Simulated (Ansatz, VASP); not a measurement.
## Sn in VASP and in Ansatz

```
Sn
1.0
    -2.91964    2.91964    1.59380
     2.91964   -2.91964    1.59380
     2.91964    2.91964   -1.59380
Sn
2
Cartesian
  2.9196 -2.9196 1.5938
  0.0000 2.9196 0.7969
```

Alike in both runs: task single point; functional PBEsol; k mesh 11 × 11 × 11; occupations fermi-dirac, width 0.1 eV; no spin polarisation.

|  | VASP | Ansatz |
| --- | --- | --- |
| version | VASP 6.6.1 | Ansatz 0.2.0 |
| potentials or method | VASP PAW PBE potentials, release 64 (Sn_d) | plane waves, PAW |
| plane-wave cutoff (eV) | 500 | 420 |
| valence electrons in the cell | 28 | 28 |

```csv
,VASP,Ansatz,Ansatz less VASP
gap on the k mesh at the Fermi level (eV),none,none,-
pressure (GPa),-0.5,-0.5,+0.05
"traceless stress, the component that is largest in VASP (GPa)",-0.84,-0.85,-0.012
```

VASP's potentials were made for PBE, not for PBEsol. A gap of «none» marks a metal or a gap that the smearing closes.
